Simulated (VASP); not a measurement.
Ga2O3:

```
CELL_PARAMETERS angstrom
2.49973 1.44322 4.50032
-2.49973 1.44322 4.50032
0.00000 -2.88643 4.50032
ATOMIC_POSITIONS crystal
Ga 0.35596 0.35596 0.35596
Ga 0.14404 0.14404 0.14404
Ga 0.64404 0.64404 0.64404
Ga 0.85596 0.85596 0.85596
O 0.55260 0.94740 0.25000
O 0.25000 0.55260 0.94740
O 0.94740 0.25000 0.55260
O 0.44740 0.05260 0.75000
O 0.75000 0.44740 0.05260
O 0.05260 0.75000 0.44740
```

- Program: VASP 6.6.1
- Task: relaxation of cell and atoms
- Functional: PBE
- Potentials or basis: VASP PAW PBE potentials, release 64 (Ga_d, O)
- Cutoff: 600 eV
- k mesh: 6 × 6 × 6
- Occupations: fermi-dirac, width 0.02 eV
- Spin: no spin polarisation

At the start: pressure 7.7 GPa; volume 9.74 Å³/atom.

Problem. Where does the relaxation end?

Solution. Over 8 steps the energy falls by 8.4 meV/atom and the volume is 10.10 Å³/atom (+3.6 %); space group R-3c (No. 167, to 0.1 Å) before and after.

The path:
```
step  energy change (eV)  largest force (eV/Å)  pressure (GPa)  volume (Å³)
   1              0.0000                0.0447            7.70        97.41
   2             -0.0232                0.0051           -5.78       104.17
   3             -0.0834                0.0194           -0.04       100.97
   4             -0.0834                0.0198            0.10       100.90
   5             -0.0835                0.0059            0.11       100.89
   6             -0.0835                0.0024            0.11       100.89
   7             -0.0835                0.0009           -0.09       100.99
   8             -0.0835                0.0016            0.00       100.95
```

Final structure:
```
CELL_PARAMETERS angstrom
2.53216 1.46195 4.54504
-2.53216 1.46195 4.54504
0.00000 -2.92389 4.54504
ATOMIC_POSITIONS crystal
Ga 0.35595 0.35595 0.35595
Ga 0.14405 0.14405 0.14405
Ga 0.64405 0.64405 0.64405
Ga 0.85595 0.85595 0.85595
O 0.55306 0.94694 0.25000
O 0.25000 0.55306 0.94694
O 0.94694 0.25000 0.55306
O 0.44694 0.05306 0.75000
O 0.75000 0.44694 0.05306
O 0.05306 0.75000 0.44694
```
